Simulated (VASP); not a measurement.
Input of a VASP 6.6.1 run:

File INCAR:

```
  PREC = Accurate
  ENCUT = 520
  EDIFF = 1E-6
  ISMEAR = 0
  SIGMA = 0.1
  LREAL = F
  LASPH = T
  NELM = 150
  ALGO = Normal
  ISIF = 2
  LWAVE = F
  LCHARG = T
  ISPIN = 2
  MAGMOM = 1.03 1.03
  LORBIT = 11
  GGA = B5
  ALDAX = 1.0
  AGGAX = 1.0
  AGGAC = 1.0
  ALDAC = 0.0
  LELF = T
  LVHAR = T
  NBANDS = 12
```

The input KPOINTS:

```
Automatic mesh
0
Gamma
  3 3 4
```

File POSCAR:

```
H
1.0
    5.1702470185      0.0000000000      0.0000000000
   -2.5851235093      4.4775652619      0.0000000000
    0.0000000000      0.0000000000      3.8495250000
H
2
Direct
    0.3333333333      0.6666666667      0.2500000000
    0.6666666667      0.3333333333      0.7500000000
```

Potentials or basis: VASP PAW PBE potentials, release 64 (H).

The run is started by

```sh
$ cat potpaw_PBE.64/H/POTCAR > POTCAR
$ mpirun -np 1 vasp_std > vasp.out
```

Task: Predict the pressure.

Result: 0.2 GPa.

Task: What does it give for the site moments?

Result: H +0.38 μB.

Task: Estimate the band gap on the k mesh.

Result: 5.50 eV.

Caveat: the k points lie up to 0.47 Å⁻¹ apart; the atoms stand far beyond bonding distance; the PAW data sets were made with another functional, which shifts forces and pressure a little.
